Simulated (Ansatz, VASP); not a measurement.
# One calculation of Ge, two programs

Contents of INCAR:

```
PREC = Accurate
ENCUT = 520
EDIFF = 1E-7
ISMEAR = 0
SIGMA = 0.15
LREAL = False
LASPH = True
NELM = 60
ALGO = Normal
ISIF = 2
LWAVE = False
LCHARG = False
GGA = PS
NBANDS = 36
```

The input KPOINTS:

```
regular mesh
0
Gamma
  12 12 8
```

File POSCAR:

```
Ge
1.0
    0.0000000000     -2.8378616867     -2.8378616867
    0.0000000000      2.8378616867     -2.8378616867
    5.6757233734      0.0000000000      0.0000000000
Ge
4
Direct
    0.5070475598      0.5070475598      0.0000000000
    0.0070475598      0.0070475598      0.5000000000
   -0.0070475598      0.4929524402      0.2500000000
    0.4929524402     -0.0070475598      0.7500000000
```

Input for Ansatz:

```yaml
crystal:
  lattice:
    - [0.0, -2.8378616867, -2.8378616867]
    - [0.0, 2.8378616867, -2.8378616867]
    - [5.6757233734, 0.0, 0.0]
  atoms:
    - { symbol: Ge, position: [0.5070475598, 0.5070475598, 0.0] }
    - { symbol: Ge, position: [0.0070475598, 0.0070475598, 0.5] }
    - { symbol: Ge, position: [-0.0070475598, 0.4929524402, 0.25] }
    - { symbol: Ge, position: [0.4929524402, -0.0070475598, 0.75] }
basis:
  ecutwfc: 420
kpoints:
  mp_grid: { grid: [12, 12, 8] }
hamiltonian:
  xc: pbesol
  pseudopotentials: { kind: paw, azcp: { folder: soft_1 } }
scf:
  occupations: { method: gaussian, width: 0.15 }
output:
  forces: true
  stress: true
  eigenvalues: true
```

Change from the starting cell: mode 4 frozen in at +0.000 Å and mode 12 at -0.040 Å (largest displacements).

Alike in both runs: task single point; functional PBEsol; k mesh 12 × 12 × 8; occupations gaussian, width 0.15 eV; no spin polarisation.

|  | VASP | Ansatz |
| --- | --- | --- |
| version | VASP 6.6.1 | Ansatz 0.2.0 |
| potentials or method | VASP PAW PBE potentials, release 64 (Ge_d), cutoff 520 eV | scalar-relativistic, plane waves, PAW |
| valence electrons in the cell | 56 | 56 |

```tsv
	VASP	Ansatz	Ansatz less VASP
gap on the k mesh at the Fermi level (eV)	none	none	-
pressure (GPa)	0.2	0.2	+0.07
traceless stress, the component that is largest in VASP (GPa)	-2.36	-2.37	-0.018
rms of the force components (eV/Å)	0.496	0.497	+0.0010
```

VASP's potentials were made for PBE, not for PBEsol, and Ansatz warns of the same on its side. Atom by atom the forces differ by 0.001 eV/Å (rms over components). A gap of «none» marks a metal or a gap that the smearing closes. With one functional, cell and mesh, what is left measures potentials, basis and numerics.
